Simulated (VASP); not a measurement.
A run of VASP 6.6.1:

INCAR

```
SYSTEM = PtSe2
  ALGO = Normal
  EDIFF = 1E-7
  ENCUT = 520
  GGA = PE
  ISIF = 2
  ISMEAR = 0
  LASPH = .True.
  LCHARG = .False.
  LREAL = .False.
  LWAVE = .False.
  NBANDS = 18
  NELM = 100
  PREC = Accurate
  SIGMA = 0.1
```

The input KPOINTS:

```
k-points
0
Gamma
  15 15 8
  0 0 0
```

POSCAR

```
PtSe2
1.0
    3.7514996106      0.0000000000      0.0000000000
   -1.8757498053      3.2488939651      0.0000000000
    0.0000000000      0.0000000000      6.5224041759
Pt Se
1 2
Direct
    0.0000000000      0.0000000000      0.0000000000
    0.3333333333      0.6666666667      0.2003479045
    0.6666666667      0.3333333333      0.7996520955
```

Potentials or basis: VASP PAW PBE potentials, release 64 (Pt, Se).

The run is started by

```console
$ cat potpaw_PBE.64/Pt/POTCAR potpaw_PBE.64/Se/POTCAR > POTCAR
$ mpirun -np 1 vasp_std > vasp.out
```

Hardware: 1 thread of Intel(R) Xeon(R) Platinum 8488C (Sapphire Rapids) (shared host).

Task: Estimate the wall time of this run.

Result: It took 2.7 min on 1 thread of Intel(R) Xeon(R) Platinum 8488C (Sapphire Rapids), with other jobs on the host, peak memory 0.4 GiB. Counts: scf iterations 16, k points 192.
